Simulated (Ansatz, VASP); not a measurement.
**Li2S: VASP beside Ansatz**

```xyz
3
Lattice="0.0000 2.8348 2.8348 2.8348 0.0000 2.8348 2.8348 2.8348 0.0000" Properties=species:S:1:pos:R:3 pbc="T T T"
Li    1.4174    1.4174    1.4174
Li    4.2523    4.2523    4.2523
S     0.0000    0.0000    0.0000
```

Change from the starting cell: volume scaled by 0.98.

Alike in both runs: task single point; functional LDA; k mesh 7 × 7 × 7; occupations fermi-dirac, width 0.02 eV; no spin polarisation.

```csv
,VASP,Ansatz
version,VASP 6.6.1,Ansatz 0.2.0
potentials or method,"VASP PAW LDA potentials, release 64 (Li_sv, S), cutoff 750 eV","all-electron LAPW, scalar-relativistic"
```

VASP gave:

| Item | Value |
| --- | --- |
| gap on the k mesh at the Fermi level (eV) | 3.31 |
| pressure (GPa) | -2.4 |

Problem. Which values does Ansatz return?

Solution. gap on the k mesh at the Fermi level (eV): 3.31; pressure (GPa): -2.2.

LDA's correlation is that of Perdew and Zunger in VASP and of Perdew and Wang (1992) in Ansatz. Ansatz ran all-electron here, and VASP with PAW potentials.
